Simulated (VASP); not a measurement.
## Li2S: single point with LDA

Li2S:

```
CELL_PARAMETERS angstrom
0.00000 2.84529 2.84529
2.84529 0.00000 2.84529
2.84529 2.84529 0.00000
ATOMIC_POSITIONS crystal
S 0.00000 0.00000 0.00000
Li 0.25000 0.25000 0.25000
Li 0.75000 0.75000 0.75000
```

```yaml
Program: VASP 6.6.1
Task: single point
Functional: LDA
Potentials_or_basis: VASP PAW LDA potentials, release 64 (S, Li_sv)
Cutoff: 750 eV
k_mesh: 6 × 6 × 6
Occupations: gaussian, width 0.01 eV
Spin: no spin polarisation
Dipole_correction: no
Further_INCAR_settings: ALGO = Normal; EDIFF = 1e-06; NBANDS = 13
```

| Property | Result |
| --- | --- |
| Pressure | -2.8 GPa |
| Band gap on the k mesh | 3.17 eV, indirect (least direct gap 4.08 eV) |

Levels at points of the mesh, in eV from the valence-band top:
| k point | band 2 | band 3 | band 4 | band 5 | band 6 | band 7 | band 8 | band 9 | band 10 | band 11 |
| --- | --- | --- | --- | --- | --- | --- | --- | --- | --- | --- |
| (0.00, 0.00, 0.00) | -43.14 | -10.98 | 0.00 | 0.00 | 0.00 | 4.08 | 6.02 | 6.02 | 6.02 | 11.13 |
| (0.50, 0.00, 0.00) | -43.17 | -10.55 | -2.95 | -0.53 | -0.53 | 5.94 | 6.38 | 6.38 | 8.22 | 12.53 |
| (0.50, 0.50, 0.00) | -43.16 | -10.42 | -2.20 | -1.47 | -1.47 | 3.17 | 6.98 | 10.85 | 10.85 | 11.92 |

Wall time 7.1 s on 1 thread of Intel(R) Xeon(R) 6975P-C (Granite Rapids), with other jobs on the host, peak memory 0.16 GiB.

A k mesh can miss the band edges.
